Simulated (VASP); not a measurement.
Here is a VASP 6.6.1 calculation.

File INCAR:

```
PREC     = Accurate       # precision mode
ENCUT    = 520            # plane-wave cutoff, eV
EDIFF    = 1E-6           # SCF threshold, eV
ISMEAR   = 0              # smearing method
SIGMA    = 0.02           # smearing width, eV
LREAL    = False          # projectors in reciprocal space
LASPH    = True           # aspherical terms in the spheres
NELM     = 100            # most SCF steps
ALGO     = Normal         # electronic algorithm
ISIF     = 2              # what is computed and relaxed
LWAVE    = False          # write WAVECAR
LCHARG   = False          # write CHGCAR
GGA      = PE             # functional
NBANDS   = 15             # bands
```

Contents of KPOINTS:

```
regular mesh
0
Gamma
  6 6 6
```

POSCAR

```
MgI2
1.0
    2.1041936022      1.2148567426      7.8706507037
   -2.1041936022      1.2148567426      7.8706507037
    0.0000000000     -2.4297134853      7.8706507037
Mg I
1 2
Direct
    0.0000000000      0.0000000000      0.0000000000
    0.7374803393      0.7374803393      0.7374803393
    0.2625196607      0.2625196607      0.2625196607
```

Potentials or basis: VASP PAW PBE potentials, release 64 (Mg, I).

Launch:

```sh
$ cat potpaw_PBE.64/Mg/POTCAR potpaw_PBE.64/I/POTCAR > POTCAR
$ mpirun -np 1 vasp_std > vasp.out
```

Question: Estimate the largest force.

Answer: 0.008 eV/Å.

Question: What does it give for the band gap on the k mesh?

Answer: 3.52 eV, indirect (least direct gap 3.71 eV).

Question: What does it give for the pressure?

Answer: 0.0 GPa.

Forces in eV/Å, atoms in the order of the input:
```
Mg   0.000  0.000  0.000
I    0.000  0.000 -0.008
I    0.000  0.000  0.008
```

Caveat: spin-orbit coupling is left out, which moves the levels of the heavy elements. Expect the measured gap to be larger: semilocal functionals such as PBE lack the derivative discontinuity.
